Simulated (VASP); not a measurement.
Set up this calculation in VASP 6.6.1, as the native input.

```yaml
Task: single point
Functional: PBE
Potentials_or_basis: VASP PAW PBE potentials, release 64 (Ti_sv, O)
Cutoff: 520 eV
k_mesh: 8 × 8 × 8
Occupations: gaussian, width 0.013 eV
Spin: no spin polarisation
Dipole_correction: no
Further_INCAR_settings: ALGO = Normal; EDIFF = 1e-07; NBANDS = 60
```

The structure of TiO2 lies in POSCAR:

```
TiO2
1.0
   -4.3507577183      4.3507577183      1.8875555959
    4.3507577183     -4.3507577183      1.8875555959
    4.3507577183      4.3507577183     -1.8875555959
Ti O
4 8
Direct
    0.2922817050      0.9971447550      0.2894264600
    0.0028552450      0.2922817050      0.2951369500
    0.9971447550      0.7077182950      0.7048630500
    0.7077182950      0.0028552450      0.7105735400
    0.4988638250      0.8492152850      0.3480791100
    0.1616620200      0.1596026000      0.3212646200
    0.1507847150      0.4988638250      0.6496485400
    0.1596026000      0.8383379800      0.9979405800
    0.8403974000      0.1616620200      0.0020594200
    0.8492152850      0.5011361750      0.3503514600
    0.8383379800      0.8403974000      0.6787353800
    0.5011361750      0.1507847150      0.6519208900
```

These files were run (other wordings do the same):

INCAR

```
SYSTEM = TiO2
ALGO     = Normal         ! electronic algorithm
EDIFF    = 1E-7           ! SCF threshold, eV
ENCUT    = 520            ! plane-wave cutoff, eV
GGA      = PE             ! functional
ISIF     = 2              ! what is computed and relaxed
ISMEAR   = 0              ! smearing method
LASPH    = .True.         ! aspherical terms in the spheres
LCHARG   = .False.        ! write CHGCAR
LREAL    = .False.        ! projectors in reciprocal space
LWAVE    = .False.        ! write WAVECAR
NBANDS   = 60             ! bands
NELM     = 60             ! most SCF steps
PREC     = Accurate       ! precision mode
SIGMA    = 0.013000000000000001 ! smearing width, eV
```

KPOINTS

```
k-points
0
Gamma
  8 8 8
  0 0 0
```

Potentials or basis: VASP PAW PBE potentials, release 64 (Ti_sv, O).

Run with:

```console
$ cat potpaw_PBE.64/Ti_sv/POTCAR potpaw_PBE.64/O/POTCAR > POTCAR
$ mpirun -np 1 vasp_std > vasp.out
```

Results of the run:

```yaml
Pressure: 3.8 GPa
Largest_force: 0.110 eV/Å
Band_gap_on_the_k_mesh: 1.62 eV (least direct gap 2.31 eV)
```

Caveat: the cell stands under pressure.

Run time: 11 min on 1 thread of Intel(R) Xeon(R) 6975P-C (Granite Rapids), with other jobs on the host, peak memory 0.63 GiB.
